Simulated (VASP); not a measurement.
A run of VASP 6.6.1 is set up as follows.

The input INCAR:

```
SYSTEM = OsO
ALGO = Normal
EDIFF = 1E-7
ENCUT = 520
GGA = PE
ISIF = 2
ISMEAR = 0
LASPH = .TRUE.
LCHARG = .FALSE.
LREAL = .FALSE.
LWAVE = .FALSE.
NBANDS = 14
NELM = 60
PREC = Accurate
SIGMA = 0.1
```

The input KPOINTS:

```
k-points
0
G
  24 24 16
  0 0 0
```

Contents of POSCAR:

```
OsO
1.0
    2.7905443898      0.0000000000      0.0000000000
   -1.3952721949      2.4166823319      0.0000000000
    0.0000000000      0.0000000000      3.6847914085
Os O
1 1
Direct
    0.0000000000      0.0000000000      0.5000000000
    0.0000000000      0.0000000000      0.0000000000
```

Potentials or basis: VASP PAW PBE potentials, release 64 (Os, O).

Launch:

```bash
$ cat potpaw_PBE.64/Os/POTCAR potpaw_PBE.64/O/POTCAR > POTCAR
$ mpirun -np 1 vasp_std > vasp.out
```

**Question.** What does it give for the band gap on the k mesh?

**Answer.** Zero (band 7 reaches 8.12 eV, above the bottom of band 8 at 4.10 eV).

**Question.** What does it give for the pressure?

**Answer.** 2.1 GPa.

Stress tensor (GPa, compression positive):
```
-0.07  0.00  0.00
 0.00 -0.07  0.00
 0.00  0.00  6.35
```

Caveat: spin-orbit coupling is left out, which moves the levels of the heavy elements.
